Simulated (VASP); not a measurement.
A run of VASP 6.6.1 is set up as follows.

INCAR

```
SYSTEM = Al3B2Sb
ALGO = Normal ; EDIFF = 1E-6
EDIFFG = -0.01 ; ENCUT = 600
GGA = PE ; IBRION = 2
ISIF = 4 ; ISMEAR = 0
LASPH = .True. ; LCHARG = .False.
LREAL = .False. ; LWAVE = .False.
NELM = 60 ; NSW = 50
PREC = Accurate ; SIGMA = 0.1
```

Contents of KPOINTS:

```
k-points
0
Gamma
  12 12 4
  0 0 0
```

File POSCAR:

```
Al3B2Sb
1.0
    2.6283705115     -1.5164263833      0.0218340526
    2.6283705115      1.5164263833      0.0218340526
   -1.8777474734      0.0000000000     10.7898888873
Al B Sb
3 2 1
Direct
    0.9498786697      0.9498786697      0.8610192378
    0.0547588005      0.0547588005      0.1662818493
    0.4559327132      0.4559327132      0.3671237938
    0.6696602646      0.6696602646      0.0157054407
    0.3319295625      0.3319295625      0.0029295428
    0.5442949346      0.5442949346      0.6369401355
```

Potentials or basis: VASP PAW PBE potentials, release 64 (Al, B, Sb).

Command:

```sh
$ cat potpaw_PBE.64/Al/POTCAR potpaw_PBE.64/B/POTCAR potpaw_PBE.64/Sb/POTCAR > POTCAR
$ mpirun -np 1 vasp_std > vasp.out
```

(1) Estimate the band gap on the k mesh.

Results:

(1) zero (bands 10 and 11 overlap by 5.47 eV).

Caveat: spin-orbit coupling is left out, which moves the levels of the heavy elements.
